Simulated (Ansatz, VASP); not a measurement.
## B: VASP beside Ansatz

```
B
1.0
     0.00000    1.42788    1.42788
     1.42788    0.00000    1.42788
     1.42788    1.42788    0.00000
B
1
Cartesian
  0.0000 0.0000 0.0000
```

Alike in both runs: functional PBEsol; k mesh 24 × 24 × 24; occupations gaussian, width 0.1 eV; no spin polarisation.

Ansatz relaxed the structure, and its values are those at the end. VASP's run is a single point on that final structure, the one shown.

|  | VASP | Ansatz |
| --- | --- | --- |
| version | VASP 6.6.1 | Ansatz 0.2.0 |
| potentials or method | VASP PAW PBE potentials, release 64 (B), cutoff 520 eV | scalar-relativistic, plane waves, PAW |
| valence electrons in the cell | 3 | 3 |

VASP gave:

- gap on the k mesh at the Fermi level (eV): none
- pressure (GPa): 0.4

Problem. What did Ansatz give for the same quantities?

Solution. gap on the k mesh at the Fermi level (eV): none; pressure (GPa): 0.0.

VASP's potentials were made for PBE, not for PBEsol. A gap of «none» marks a metal or a gap that the smearing closes.
